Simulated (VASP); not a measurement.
# ErNb2 (P6/mmm) in VASP: notebook, part 2 of 2

VASP 6.6.1. The steps go on from the part before.

### 3 Single point, PBE

This run uses another cell than the first one, of 21.60 Å³/atom.

Input file INCAR:

```
ALGO     = Normal         # electronic algorithm
EDIFF    = 1E-6           # SCF threshold, eV
ENCUT    = 500            # plane-wave cutoff, eV
GGA      = PE             # functional
GGA_COMPAT= F            
ISIF     = 2              # what is computed and relaxed
ISMEAR   = 0              # smearing method
LASPH    = T              # aspherical terms in the spheres
LCHARG   = F              # write CHGCAR
LMAXMIX  = 6              # l up to which the mixer works
LREAL    = F              # projectors in reciprocal space
LWAVE    = F              # write WAVECAR
NBANDS   = 24             # bands
NELM     = 200            # most SCF steps
PREC     = Accurate       # precision mode
SIGMA    = 0.1            # smearing width, eV
```

Input file KPOINTS:

```
k-points
0
Gamma
  6 6 4
```

Input file POSCAR:

```
ErNb2
1.0
    4.9263217402      0.0000000037      0.0000000000
   -2.4631608733      4.2663197724      0.0000000000
    0.0000000000      0.0000000000      3.0834118044
Er Nb
1 2
Direct
    0.0000000000      0.0000000000      0.0000000000
    0.3333333333      0.6666666667      0.5000000000
    0.6666666667      0.3333333333      0.5000000000
```

Potentials or basis: VASP PAW PBE potentials, release 64 (Er_3, Nb_sv), 4f in core.

Run with:

```sh
cat potpaw_PBE.64/Er_3/POTCAR potpaw_PBE.64/Nb_sv/POTCAR > POTCAR
mpirun -np 1 vasp_std > vasp.out
```

OUTCAR:

```text
EDIFF = 1E-6
   ENCUT = 500
   GGA = PE
   ISIF = 2
   ISMEAR = 0
   LASPH = T
   LREAL = F
   NELM = 200
   PREC = Accurate

 ion  position               nearest neighbor table
   1  0.000  0.000  0.000-   2 3.24   3 3.24   2 3.24   3 3.24   3 3.24   3 3.24   2 3.24   2 3.24
                             3 3.24   3 3.24   2 3.24   2 3.24
   2  0.333  0.667  0.500-   3 2.84   3 2.84   3 2.84   1 3.24   1 3.24   1 3.24   1 3.24   1 3.24
                             1 3.24
   3  0.667  0.333  0.500-   2 2.84   2 2.84   2 2.84   1 3.24   1 3.24   1 3.24   1 3.24   1 3.24
                             1 3.24

  LATTYP: Found a hexagonal cell.
 ALAT       =     4.9263217402
 C/A-ratio  =     0.6259054863

  Lattice vectors:

 A1 = (   4.9263217402,   0.0000000037,   0.0000000000)
 A2 = (  -2.4631608733,   4.2663197724,   0.0000000000)
 A3 = (   0.0000000000,   0.0000000000,   3.0834118044)

Analysis of symmetry for initial positions (statically):
=====================================================================
 Subroutine PRICEL returns:
 Original cell was already a primitive cell.

 Routine SETGRP: Setting up the symmetry group for a
 hexagonal supercell.

 Subroutine GETGRP returns: Found 24 space group operations
 (whereof 24 operations were pure point group operations)
 out of a pool of 24 trial point group operations.

The static configuration has the point symmetry D_6h.

Analysis of symmetry for dynamics (positions and initial velocities):
=====================================================================
 Subroutine PRICEL returns:
 Original cell was already a primitive cell.

 Routine SETGRP: Setting up the symmetry group for a
 hexagonal supercell.

 Subroutine GETGRP returns: Found 24 space group operations
 (whereof 24 operations were pure point group operations)
 out of a pool of 24 trial point group operations.
[... 114 lines left out ...]
   ISMEAR =     0;   SIGMA  =   0.10  broadening in eV -4-tet -1-fermi 0-gaus
   EFERMI_NEDOS =   21; number of points for ismear=-14 and -15
   IALGO  =     38    algorithm
   IMIX   =      4    mixing-type and parameters
     AMIX     =   0.40;   BMIX     =  1.00
     AMIX_MAG =   1.60;   BMIX_MAG =  1.00
  volume/ion in A,a.u.               =      21.60       145.77
  Fermi-wavevector in a.u.,A,eV,Ry     =   1.333199  2.519381 24.183257  1.777419
  Thomas-Fermi vector in A             =   2.462076
   LORBIT       =      0    0 simple, 1 ext, 2 COOP (PROOUT), +10 PAW based schemes
   GGA     = PE    functional components
   LHFCALC =     F    Hartree Fock is set to
   AEXX    =    0.0000 exact exchange contribution
   IVDW    =     0    specifies the selected vdW correction
   LEPSILON=     F    determine dielectric tensor
   LRPA    =     F    only Hartree local field effects (RPA)
 non-spin polarized calculation
 Gauss-broadening in eV      SIGMA  =   0.10
  energy-cutoff  :      500.00
  volume of cell :       64.80
 maximum number of plane-waves:      1661
 NGX is ok and might be reduce to    36
   NGX = 17   NGY = 17   NGZ = 11

 number of electron      35.0000000 magnetization

 Free energy of the ion-electron system (eV)
  ---------------------------------------------------
  ext. energy  EPLUGINS =         0.00000000
  ---------------------------------------------------
  free energy    TOTEN  =       -24.04121949 eV

  energy without entropy =      -24.02606337  energy(sigma->0) =      -24.03364143

 E-fermi :   8.0708     XC(G=0): -11.4965

 val. band max:        7.9020136366   @ k =   0.5000  -0.0000   0.2500
 cond. band min:       8.1126214273   @ k =   0.3333   0.1667   0.2500
 fundamental gap:      0.2106077906
 Fermi energy:         8.0707712830

 k-point     1 :       0.0000    0.0000    0.0000
  band No.  band energies     occupation
      1     -47.0353      2.00000
      2     -46.8701      2.00000
      3     -23.3241      2.00000
      4     -23.3241      2.00000
      5     -22.8878      2.00000
      6     -22.7443      2.00000
[... 556 lines left out ...]
     23      11.2695      0.00000
     24      12.0082      0.00000

------------------------ aborting loop because EDIFF is reached ----------------------------------------

  FORCE on cell =-STRESS in cart. coord.  units (eV):
  Direction    XX          YY          ZZ          XY          YZ          ZX
  --------------------------------------------------------------------------------------
  -------------------------------------------------------------------------------------
  Total        0.0488696      0.0488696      0.0857399      0.0000000      0.0000000     -0.0000000
  in kB        1.2082080      1.2082080      2.1197559      0.0000000      0.0000000     -0.0000000
  external PRESSURE =       1.5120573 kB  Pullay stress =       0.0000000 kB

 VOLUME and BASIS-vectors are now :
 -----------------------------------------------------------------------------
  energy-cutoff  :      500.00
  volume of cell :       64.80
      direct lattice vectors                 reciprocal lattice vectors
     4.926321740  0.000000004  0.000000000     0.202991208  0.117197029  0.000000000
    -2.463160873  4.266319772  0.000000000    -0.000000000  0.234394057  0.000000000
     0.000000000  0.000000000  3.083411804     0.000000000  0.000000000  0.324316070

 POSITION                                       TOTAL-FORCE (eV/Angst)
 -----------------------------------------------------------------------------------
      0.00000      0.00000      0.00000        -0.000000      0.000000     -0.000000
     -0.00000      2.84421      1.54171         0.000000     -0.000000      0.000000
      2.46316      1.42211      1.54171        -0.000000      0.000000     -0.000000
 -----------------------------------------------------------------------------------
    total drift:                                0.000000     -0.000000     -0.000000

  FREE ENERGIE OF THE ION-ELECTRON SYSTEM (eV)
  ---------------------------------------------------
  free  energy   TOTEN  =       -24.0412194860 eV

  energy  without entropy=      -24.0260633681  energy(sigma->0) =      -24.03364143
```

stdout:

```text
POSCAR found type information on POSCAR ErNb
 POSCAR found :  2 types and       3 ions
 scaLAPACK will be used
 LDA part: xc-table for (Slater+PW92), standard interpolation
 POSCAR, INCAR and KPOINTS ok, starting setup
 FFT: planning ... GRIDC
 FFT: planning ... GRID_SOFT
 FFT: planning ... GRID
 WAVECAR not read
 entering main loop
```

Wall time 28 s (1 thread of Intel Xeon Platinum 8259CL at 2.50GHz (Skylake/Cascade Lake), shared host); peak memory 0.19 GiB.

What came out:

| Item | Value |
| --- | --- |
| Free energy | -24.0412 eV |
| Pressure | 0.2 GPa |
| Band gap on the k mesh | zero (an odd number of electrons rules out a gap without spin polarisation) |

Caveat: the k points lie up to 0.51 Å⁻¹ apart, too coarse for converged energies and pressures of a metal; spin-orbit coupling is left out, which moves the levels of the heavy elements; the 4f electrons are frozen in the core, so they carry no moment and show no levels. Spin polarisation is off, so any magnetic state and its effect on volume and gap are missing.

### 4 Single point, PBE

This run uses another cell than the first one, of 21.51 Å³/atom.

Input file INCAR:

```
PREC = Accurate
ENCUT = 500
EDIFF = 1E-6
ISMEAR = 0
SIGMA = 0.1
LREAL = F
LASPH = T
NELM = 200
ALGO = Normal
ISIF = 2
LWAVE = F
LCHARG = F
GGA = PE
NBANDS = 24
GGA_COMPAT = F
LMAXMIX = 6
```

Input file KPOINTS:

```
regular mesh
0
Gamma
  6 6 6
```

Input file POSCAR:

```
ErNb2
1.0
    4.9317827996      0.0000000000      0.0000000000
   -2.4658913998      4.2710491904      0.0000000000
    0.0000000000      0.0000000000      3.0638461693
Er Nb
1 2
Direct
    0.0000000000      0.0000000000      0.0000000000
    0.3333333333      0.6666666667      0.5000000000
    0.6666666667      0.3333333333      0.5000000000
```

Run with:

```sh
cat potpaw_PBE.64/Er_3/POTCAR potpaw_PBE.64/Nb_sv/POTCAR > POTCAR
mpirun -np 1 vasp_std > vasp.out
```

Wall time 38 s (1 thread of Intel Xeon Platinum 8259CL at 2.50GHz (Skylake/Cascade Lake), shared host); peak memory 0.2 GiB.

Results (log left out):

| Item | Value |
| --- | --- |
| Free energy | -24.0991 eV |
| Pressure | 0.1 GPa |
| Band gap on the k mesh | zero (an odd number of electrons rules out a gap without spin polarisation) |

Levels at points of the mesh, in eV from the Fermi level:
| k point | band 15 | band 16 | band 17 | band 18 | band 19 | band 20 |
| --- | --- | --- | --- | --- | --- | --- |
| (0.00, 0.00, 0.00) | -0.88 | -0.88 | -0.83 | -0.83 | 1.07 | 1.22 |
| (0.50, 0.00, 0.00) | -1.45 | -1.41 | -1.17 | 0.19 | 0.59 | 1.14 |
| (0.00, 0.00, 0.50) | -2.13 | -2.13 | -1.59 | 0.50 | 0.50 | 0.54 |
| (0.50, 0.00, 0.50) | -1.77 | -1.50 | -0.97 | 0.25 | 0.96 | 1.06 |

Caveat: spin-orbit coupling is left out, which moves the levels of the heavy elements; the 4f electrons are frozen in the core, so they carry no moment and show no levels. Spin polarisation is off, so any magnetic state and its effect on volume and gap are missing.

### 5 Relaxation of cell and atoms, PBE

Input file INCAR:

```
SYSTEM = ErNb2
ALGO = Normal ; EDIFF = 1E-7
EDIFFG = -0.04 ; ENCUT = 500
GGA = PE ; GGA_COMPAT = .FALSE.
IBRION = 2 ; ISIF = 3
ISMEAR = 0 ; LASPH = .TRUE.
LCHARG = .FALSE. ; LMAXMIX = 6
LREAL = .FALSE. ; LWAVE = .FALSE.
NELM = 200 ; NELMIN = 4
NSW = 90 ; PREC = Accurate
SIGMA = 0.1
```

Input file KPOINTS:

```
k-points
0
G
  6 6 4
  0 0 0
```

Input file POSCAR:

```
ErNb2
1.0
    3.8226013500      0.0000000000      0.0000000000
   -1.9113006800      3.3104698800      0.0000000000
    0.0000000000      0.0000000000      4.2870583500
Er Nb
1 2
Direct
    0.0000000000      0.0000000000      0.0000000000
    0.3333333300      0.6666666700      0.5000000000
    0.6666666700      0.3333333300      0.5000000000
```

Run with:

```sh
cat potpaw_PBE.64/Er_3/POTCAR potpaw_PBE.64/Nb_sv/POTCAR > POTCAR
mpirun -np 1 vasp_std > vasp.out
```

It took 6.2 min on 1 thread of Intel Xeon Platinum 8259CL at 2.50GHz (Skylake/Cascade Lake), shared host; peak memory 0.19 GiB.

The run converged. Its results:

```
Free energy                           : -23.9756 eV
Relaxed volume                        : 21.59 Å³/atom
Relaxed cell                          : a = 4.919 Å, b = 4.919 Å, c = 3.091 Å, α = 90.00°, β = 90.00°, γ = 120.00°
Space group after relaxing (to 0.1 Å) : P6/mmm (No. 191)
Energy gained by relaxing             : 1182.8 meV/atom
Ionic steps                           : 12
Pressure after relaxing               : 0.0 GPa
Band gap on the k mesh                : zero (an odd number of electrons rules out a gap without spin polarisation)
```

Stress tensor (GPa, compression positive):
```
 0.07  0.00  0.00
 0.00  0.07  0.00
 0.00  0.00 -0.06
```

The path:
| step | energy change (eV) | largest force (eV/Å) | pressure (GPa) | volume (Å³) |
| --- | --- | --- | --- | --- |
| 1 | 0.0000 | 0.0000 | 46.26 | 54.25 |
| 2 | -0.2120 | 0.0000 | -17.76 | 105.32 |
| 3 | -2.6382 | 0.0000 | -4.79 | 75.33 |
| 4 | -2.6522 | 0.0000 | -3.24 | 73.98 |
| 5 | -2.6534 | 0.0000 | -2.71 | 73.55 |
| 6 | -3.0704 | 0.0000 | -3.63 | 71.26 |
| 7 | -3.3553 | 0.0000 | -2.96 | 68.30 |
| 8 | -3.4386 | 0.0000 | 8.43 | 60.66 |
| 9 | -3.3698 | 0.0000 | -1.73 | 65.17 |
| 10 | -3.5082 | 0.0000 | 3.69 | 62.49 |
| 11 | -3.5476 | 0.0000 | 0.54 | 64.42 |
| 12 | -3.5484 | 0.0000 | 0.03 | 64.77 |

Final structure:
```xyz
3
Lattice="4.9190 0.0000 0.0000 -2.4595 4.2600 0.0000 0.0000 0.0000 3.0909" Properties=species:S:1:pos:R:3 pbc="T T T"
Er    0.0000    0.0000    3.0909
Nb    0.0000    2.8400    1.5454
Nb    2.4595    1.4200    1.5454
```

Levels at points of the mesh, in eV from the Fermi level:
| k point | band 15 | band 16 | band 17 | band 18 | band 19 | band 20 |
| --- | --- | --- | --- | --- | --- | --- |
| (0.00, 0.00, 0.00) | -1.00 | -1.00 | -0.97 | -0.97 | 0.92 | 0.92 |
| (0.50, 0.00, 0.00) | -1.60 | -1.58 | -1.32 | 0.11 | 0.30 | 1.12 |
| (0.00, 0.00, 0.50) | -2.22 | -2.22 | -1.83 | 0.33 | 0.33 | 0.39 |
| (0.50, 0.00, 0.50) | -1.89 | -1.68 | -1.17 | 0.11 | 0.81 | 0.96 |

Caveat: the k points lie up to 0.51 Å⁻¹ apart in the final cell, too coarse for converged energies and pressures of a metal; the volume moved by over 15 % at a fixed basis, so the end points are rough; spin-orbit coupling is left out, which moves the levels of the heavy elements; the 4f electrons are frozen in the core, so they carry no moment and show no levels.

### 6 Overview

| task | cell | k mesh | gap on the mesh (eV) | pressure (GPa) |
| --- | --- | --- | --- | --- |
| single point | a = 3.823, b = 3.823, c = 4.287 Å, angles 90.0, 90.0, 120.0°, 3 atoms | 6 × 6 × 4 | none | 46.3 |
| single point | a = 4.926, b = 4.926, c = 3.083 Å, angles 90.0, 90.0, 120.0°, 3 atoms | 6 × 6 × 4 | none | 0.2 |
| single point | a = 4.932, b = 4.932, c = 3.064 Å, angles 90.0, 90.0, 120.0°, 3 atoms | 6 × 6 × 6 | none | 0.1 |
| relaxation of cell and atoms | relaxed from a = 3.823, b = 3.823, c = 4.287 Å, angles 90.0, 90.0, 120.0°, 3 atoms | 6 × 6 × 4 | none | 0.0 |

Alike in all rows: level PBE; potentials or basis VASP PAW PBE potentials, release 64 (Er_3, Nb_sv), 4f in core; no spin polarisation; cutoff (eV) 500; smearing gaussian 0.1 eV.

Caveats: some runs use coarse meshes; spin-orbit coupling is left out, which moves the levels of the heavy elements; the 4f electrons are frozen in the core, so they carry no moment and show no levels; the volume moved by over 15 % at a fixed basis, so the end points are rough (at least some runs).

Absolute energies hang on the potentials; compare differences alone.

The gap in the log of VASP goes by the Fermi energy; the results here count the filled bands.